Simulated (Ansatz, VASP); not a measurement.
Be4TeSe3: VASP beside Ansatz

```
Be Te Se
1.0
    -3.16511    3.16511    3.16511
     3.16511   -3.16511    3.16511
     3.16511    3.16511   -3.16511
Be Te Se
4 1 3
Direct
  0.50000 0.50000 0.50000
  0.00000 0.00000 0.50000
  0.00000 0.50000 0.00000
  0.50000 0.00000 0.00000
  0.00000 0.00000 0.00000
  0.00000 0.50000 0.50000
  0.50000 0.00000 0.50000
  0.50000 0.50000 0.00000
```

Alike in both runs: functional PBE; k mesh 3 × 3 × 3; occupations gaussian, width 0.15 eV; no spin polarisation.

Ansatz relaxed the structure, and its values are those at the end. VASP's run is a single point on that final structure, the one shown.

```csv
,VASP,Ansatz
version,VASP 6.6.1,Ansatz 0.2.0
potentials or method,"VASP PAW PBE potentials, release 64 (Be, Te, Se), cutoff 600 eV","scalar-relativistic, plane waves, PAW"
valence electrons in the cell,32,72
```

```csv
,VASP,Ansatz,Ansatz less VASP
gap on the k mesh at the Fermi level (eV),none,none,-
pressure (GPa),-0.1,-0.2,-0.05
```

A gap of «none» marks a metal or a gap that the smearing closes. VASP's potentials hold 32 valence electrons a cell and Ansatz's 72, so a difference there can come from the potentials and not from the codes.

The k mesh is coarse, so the values compare programs but aren't converged. Spin-orbit coupling is off throughout.
